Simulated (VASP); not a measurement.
# PrScO (P4/mmm) in VASP: a series of runs, part 2 of 2

VASP 6.6.1. The steps go on from the part before.

### 5 Relaxation of shape and atoms at fixed volume, PBE (17.13 Å³/atom)

This run uses another cell than the first one, of 17.13 Å³/atom.

File INCAR:

```
SYSTEM = PrScO
PREC = Accurate
ENCUT = 600
EDIFF = 1E-7
ISMEAR = 0
SIGMA = 0.1
LREAL = .False.
LASPH = .True.
NELM = 200
ALGO = Normal
ISIF = 4
LWAVE = .False.
LCHARG = .False.
GGA = PE
IBRION = 2
NSW = 50
EDIFFG = -0.01
GGA_COMPAT = .False.
NELMIN = 4
LMAXMIX = 6
```

File KPOINTS:

```
regular mesh
0
Gamma
  10 10 8
  0 0 0
```

File POSCAR:

```
PrScO
1.0
    3.5384710267      0.0000000000      0.0000000000
    0.0000000000      3.5384710267      0.0000000000
    0.0000000000      0.0000000000      4.1035964757
Pr Sc O
1 1 1
Direct
    0.0000000000      0.0000000000      0.5000000000
    0.5000000000      0.5000000000      0.0000000000
    0.5000000000      0.5000000000      0.5000000000
```

Potentials or basis: VASP PAW PBE potentials, release 64 (Pr_3, Sc_sv, O), 4f in core.

On the command line:

```
> cat potpaw_PBE.64/Pr_3/POTCAR potpaw_PBE.64/Sc_sv/POTCAR potpaw_PBE.64/O/POTCAR > POTCAR
> mpirun -np 1 vasp_std > vasp.out
```

OUTCAR:

```text
SYSTEM = PrScO
   PREC = Accurate
   ENCUT = 600
   EDIFF = 1E-7
   ISMEAR = 0
   LREAL = .False.
   LASPH = .True.
   NELM = 200
   ISIF = 4
   GGA = PE
   IBRION = 2
   NSW = 50
   EDIFFG = -0.01
   NELMIN = 4

 ion  position               nearest neighbor table
   1  0.000  0.000  0.500-   3 2.50   3 2.50   3 2.50   3 2.50   2 3.24   2 3.24   2 3.24   2 3.24
                             2 3.24   2 3.24   2 3.24   2 3.24
   2  0.500  0.500  0.000-   3 2.05   3 2.05   1 3.24   1 3.24   1 3.24   1 3.24   1 3.24   1 3.24
                             1 3.24   1 3.24
   3  0.500  0.500  0.500-   2 2.05   2 2.05   1 2.50   1 2.50   1 2.50   1 2.50

  LATTYP: Found a simple tetragonal cell.
 ALAT       =     3.5384710267
 C/A-ratio  =     1.1597089378

  Lattice vectors:

 A1 = (   3.5384710267,   0.0000000000,   0.0000000000)
 A2 = (   0.0000000000,   3.5384710267,   0.0000000000)
 A3 = (   0.0000000000,   0.0000000000,   4.1035964757)

Analysis of symmetry for initial positions (statically):
=====================================================================
 Subroutine PRICEL returns:
 Original cell was already a primitive cell.

 Routine SETGRP: Setting up the symmetry group for a
 simple tetragonal supercell.

 Subroutine GETGRP returns: Found 16 space group operations
 (whereof 16 operations were pure point group operations)
 out of a pool of 16 trial point group operations.

The static configuration has the point symmetry D_4h.

Analysis of symmetry for dynamics (positions and initial velocities):
=====================================================================
 Subroutine PRICEL returns:
 Original cell was already a primitive cell.

 Routine SETGRP: Setting up the symmetry group for a
 simple tetragonal supercell.

 Subroutine GETGRP returns: Found 16 space group operations
 (whereof 16 operations were pure point group operations)
 out of a pool of 16 trial point group operations.

The dynamic configuration has the point symmetry D_4h.

 Subroutine INISYM returns: Found 16 space group operations
 (whereof 16 operations are pure point group operations),
 and found     1 'primitive' translations

----------------------------------------------------------------------------------------

                                     Primitive cell

  volume of cell :      51.3802

  direct lattice vectors                    reciprocal lattice vectors
     3.538471027  0.000000000  0.000000000     0.282607938  0.000000000  0.000000000
     0.000000000  3.538471027  0.000000000     0.000000000  0.282607938  0.000000000
     0.000000000  0.000000000  4.103596476     0.000000000  0.000000000  0.243688678

  length of vectors
     3.538471027  3.538471027  4.103596476     0.282607938  0.282607938  0.243688678

  position of ions in fractional coordinates (direct lattice)
     0.000000000  0.000000000  0.500000000
     0.500000000  0.500000000  0.000000000
     0.500000000  0.500000000  0.500000000

  ion indices of the primitive-cell ions
   primitive index   ion index
                 1           1
                 2           2
                 3           3

[... 28 lines left out ...]
  0.000000  0.000000  0.000000      1.000000
  0.100000  0.000000  0.000000      4.000000
  0.200000  0.000000  0.000000      4.000000
  0.300000  0.000000  0.000000      4.000000
  0.400000  0.000000  0.000000      4.000000
  0.500000  0.000000  0.000000      2.000000
[... 16 lines left out ...]
  0.100000  0.000000  0.125000      8.000000
  0.200000  0.000000  0.125000      8.000000
 [... further k-points ...]
   k-points           NKPTS =    105   k-points in BZ     NKDIM =    105   number of bands    NBANDS=     18
   number of dos      NEDOS =    301   number of ions     NIONS =      3
   total plane-waves  NPLWV =  28224
   dimension x,y,z NGX =    28 NGY =   28 NGZ =   36
   dimension x,y,z NGXF=    56 NGYF=   56 NGZF=   72
   ions per type =               1   1   1
   NGX,Y,Z   is equivalent  to a cutoff of  13.16, 13.16, 14.58 a.u.
   NGXF,Y,Z  is equivalent  to a cutoff of  26.31, 26.31, 29.17 a.u.
 SYSTEM =  PrScO
   PREC   = accura    normal or accurate (medium, high low for compatibility)
   ISTART =      0    job   : 0-new  1-cont  2-samecut
   ICHARG =      2    charge: 1-file 2-atom 10-const
   ISPIN  =      1    spin polarized calculation?
   LNONCOLLINEAR =      F non collinear calculations
   LSORBIT =      F    spin-orbit coupling
   LASPH  =      T    aspherical Exc in radial PAW
   ENCUT  =  600.0 eV  44.10 Ry    6.64 a.u.   7.07  7.07  8.20*2*pi/ulx,y,z
   NELM   =    200;   NELMIN=  4; NELMDL= -5     # of ELM steps
   EDIFF  = 0.1E-06   stopping-criterion for ELM
   LREAL  =      F    real-space projection
   EDIFFG = -.1E-01   stopping-criterion for IOM
   NSW    =     50    number of steps for IOM
   IBRION =      2    ionic relax: 0-MD 1-quasi-New 2-CG
   NFREE  =      1    steps in history (QN), initial steepest desc. (CG)
   ISIF   =      4    stress and relaxation
   ISYM   =      2    0-nonsym 1-usesym 2-fastsym
   POTIM  = 0.5000    time-step for ionic-motion
   TEBEG  =    0.0;   TEEND  =   0.0 temperature during run
   PSTRESS=    0.0 pullay stress
   NELECT =      28.0000    total number of electrons
   NUPDOWN=      -1.0000    fix difference up-down
   EMIN   =  10.00;   EMAX   =-10.00  energy-range for DOS
   EFERMI =   0.00;   METHOD = LEGACY
   ISMEAR =     0;   SIGMA  =   0.10  broadening in eV -4-tet -1-fermi 0-gaus
   EFERMI_NEDOS =   21; number of points for ismear=-14 and -15
   IALGO  =     38    algorithm
   IMIX   =      4    mixing-type and parameters
     AMIX     =   0.40;   BMIX     =  1.00
     AMIX_MAG =   1.60;   BMIX_MAG =  1.00
  volume/ion in A,a.u.               =      17.13       115.58
  Fermi-wavevector in a.u.,A,eV,Ry     =   1.337197  2.526937 24.328536  1.788097
  Thomas-Fermi vector in A             =   2.465765
   LORBIT       =      0    0 simple, 1 ext, 2 COOP (PROOUT), +10 PAW based schemes
   GGA     = PE    functional components
   LHFCALC =     F    Hartree Fock is set to
   AEXX    =    0.0000 exact exchange contribution
   IVDW    =     0    specifies the selected vdW correction
   LEPSILON=     F    determine dielectric tensor
   LRPA    =     F    only Hartree local field effects (RPA)
 conjugate gradient relaxation of ions
 non-spin polarized calculation
 Gauss-broadening in eV      SIGMA  =   0.10
  energy-cutoff  :      600.00
  volume of cell :       51.38
 maximum number of plane-waves:      1742
   NGX = 15   NGY = 15   NGZ = 17

--------------------------------------- Ionic step        1  -------------------------------------------

 number of electron      28.0000006 magnetization

 Free energy of the ion-electron system (eV)
  ---------------------------------------------------
  ext. energy  EPLUGINS =         0.00000000
  ---------------------------------------------------
  free energy    TOTEN  =       -21.57828076 eV

  energy without entropy =      -21.57223385  energy(sigma->0) =      -21.57525730

------------------------ aborting loop because EDIFF is reached ----------------------------------------

  FORCE on cell =-STRESS in cart. coord.  units (eV):
  Direction    XX          YY          ZZ          XY          YZ          ZX
  --------------------------------------------------------------------------------------
  -------------------------------------------------------------------------------------
  Total        4.6043346      4.6043346      5.4991504      0.0000000      0.0000000      0.0000000
  in kB      143.5758923    143.5758923    171.4787245      0.0000000      0.0000000      0.0000000
  external PRESSURE =     152.8768364 kB  Pullay stress =       0.0000000 kB
[... 61 lines left out ...]
--------------------------------------- Ionic step        3  -------------------------------------------

 number of electron      28.0000004 magnetization

 Free energy of the ion-electron system (eV)
  ---------------------------------------------------
  ext. energy  EPLUGINS =         0.00000000
  ---------------------------------------------------
  free energy    TOTEN  =       -21.58141317 eV

  energy without entropy =      -21.57543613  energy(sigma->0) =      -21.57842465

 E-fermi :   5.7815     XC(G=0): -11.1502

 val. band max:        5.7794764938   @ k =   0.3000   0.3000   0.2500
 cond. band min:       5.8011337975   @ k =   0.5000   0.2000   0.3750
 fundamental gap:      0.0216573038
 Fermi energy:         5.7814550133

 k-point     1 :       0.0000    0.0000    0.0000
  band No.  band energies     occupation
      1     -43.4514      2.00000
      2     -30.2241      2.00000
      3     -22.2896      2.00000
      4     -22.0763      2.00000
      5     -22.0763      2.00000
      6     -14.1902      2.00000
[... 481 lines left out ...]
      5     -22.0709      2.00000
      6     -14.6789      2.00000
[... 10 lines left out ...]
     17       8.0917      0.00000
     18       8.2380      0.00000

 [... further k-points ...]
[... 5 lines left out ...]
  --------------------------------------------------------------------------------------
  -------------------------------------------------------------------------------------
  Total        4.8035754      4.8035754      4.8042909      0.0000000      0.0000000      0.0000000
  in kB      149.7887705    149.7887705    149.8110830      0.0000000      0.0000000      0.0000000
  external PRESSURE =     149.7962080 kB  Pullay stress =       0.0000000 kB
[... 18 lines left out ...]
  FREE ENERGIE OF THE ION-ELECTRON SYSTEM (eV)
  ---------------------------------------------------
  free  energy   TOTEN  =       -21.5814131705 eV

  energy  without entropy=      -21.5754361289  energy(sigma->0) =      -21.57842465

 reached required accuracy - stopping structural energy minimisation
```

CONTCAR:

```text
PrScO
   1.00000000000000
     3.5260468992252916    0.0000000000000000    0.0000000000000000
     0.0000000000000000    3.5260468992252916    0.0000000000000000
     0.0000000000000000    0.0000000000000000    4.1325657028701075
  Pr              Sc              O
     1     1     1
Direct
     0.0000000000000000    0.0000000000000000    0.5000000000000000
     0.5000000000000000    0.5000000000000000    0.0000000000000000
     0.5000000000000000    0.5000000000000000    0.5000000000000000

  0.00000000E+00  0.00000000E+00  0.00000000E+00
  0.00000000E+00  0.00000000E+00  0.00000000E+00
  0.00000000E+00  0.00000000E+00  0.00000000E+00
```

Run time: 2.4 min. Hardware: 1 thread of Intel Xeon Platinum 8488C (Sapphire Rapids), shared host; peak memory 0.29 GiB.

What came out:

| Quantity | Value |
| --- | --- |
| Free energy | -21.5814 eV |
| Energy gained by relaxing | 1.0 meV/atom |
| Ionic steps | 3 |
| Pressure after relaxing | 15.0 GPa |
| Band gap on the k mesh | zero (bands 14 and 15 overlap by 1.87 eV) |

The path:
| step | energy change (eV) | largest force (eV/Å) | pressure (GPa) | volume (Å³) |
| --- | --- | --- | --- | --- |
| 1 | 0.0000 | 0.0000 | 15.29 | 51.38 |
| 2 | -0.0027 | 0.0000 | 14.89 | 51.38 |
| 3 | -0.0031 | 0.0000 | 14.98 | 51.38 |

Final structure:
```
Pr Sc O
1.0
     3.52605    0.00000    0.00000
     0.00000    3.52605    0.00000
     0.00000    0.00000    4.13257
Pr Sc O
1 1 1
Direct
  0.00000 0.00000 0.50000
  0.50000 0.50000 0.00000
  0.50000 0.50000 0.50000
```

Caveat: spin-orbit coupling is left out, which moves the levels of the heavy elements; the 4f electrons are frozen in the core, so they carry no moment and show no levels; the run has no spin polarisation, though such a crystal can be magnetic. With open d or f shells a metallic result of PBE can be an artefact of self-interaction; +U or a hybrid may open a gap.

### 6 Overview

```csv
task,cell,k mesh,smearing,gap on the mesh (eV),pressure (GPa),relaxed volume (Å³/atom)
relaxation of cell and atoms,"relaxed from a = 3.722, b = 3.722, c = 4.235 Å, 3 atoms, atomic positions A",10 × 10 × 8,gaussian 0.1 eV,none,0.0,19.49
relaxation of cell and atoms,"relaxed from a = 3.162, b = 3.162, c = 5.535 Å, 3 atoms, atomic positions B",12 × 12 × 6,gaussian 0.1 eV,none,0.1,18.36
single point,"a = 3.719, b = 4.222, c = 7.437 Å, 6 atoms, atomic positions C",6 × 6 × 4,gaussian 0.2 eV,none,0.4,-
relaxation of shape and atoms at fixed volume,"relaxed from a = 3.538, b = 3.538, c = 4.104 Å, 3 atoms, atomic positions A",10 × 10 × 8,gaussian 0.1 eV,none,15.0,-
```

Alike in all rows: level PBE; potentials or basis VASP PAW PBE potentials, release 64 (Pr_3, Sc_sv, O), 4f in core; no spin polarisation; cutoff (eV) 600.

Caveats: spin-orbit coupling is left out, which moves the levels of the heavy elements; the 4f electrons are frozen in the core, so they carry no moment and show no levels; the run has no spin polarisation, though such a crystal can be magnetic.

Total energies depend on the potentials used, so only differences within one code and one set of settings carry meaning.

The gap in the log of VASP goes by the Fermi energy; the results here count the filled bands.